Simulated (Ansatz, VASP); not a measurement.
**GaH6: VASP beside Ansatz**

```xyz
7
Lattice="4.2235 0.0000 0.0000 -2.1117 3.6577 0.0000 0.0000 0.0000 5.0289" Properties=species:S:1:pos:R:3 pbc="T T T"
Ga    0.0000    0.0000    2.5144
H     1.4251    0.0000    0.3834
H    -0.7126    1.2342    0.3834
H     1.3992    2.4235    0.3834
H     1.4251    0.0000    4.6455
H    -0.7126    1.2342    4.6455
H     1.3992    2.4235    4.6455
```

Alike in both runs: functional PBE; k mesh 12 × 12 × 8; occupations gaussian, width 0.1 eV; no spin polarisation.

Ansatz relaxed the structure, and its values are those at the end. VASP's run is a single point on that final structure, the one shown.

```csv
,VASP,Ansatz
version,VASP 6.6.1,Ansatz 0.2.0
potentials or method,"VASP PAW PBE potentials, release 64 (Ga_d, H), cutoff 520 eV","scalar-relativistic, plane waves, PAW"
valence electrons in the cell,19,19
```

|  | VASP | Ansatz | Ansatz less VASP |
| --- | --- | --- | --- |
| gap on the k mesh at the Fermi level (eV) | none | none | - |
| pressure (GPa) | -0.2 | 0.0 | +0.18 |
| rms of the force components (eV/Å) | 0.003 | 0.000 | -0.0031 |

A gap of «none» marks a metal or a gap that the smearing closes.
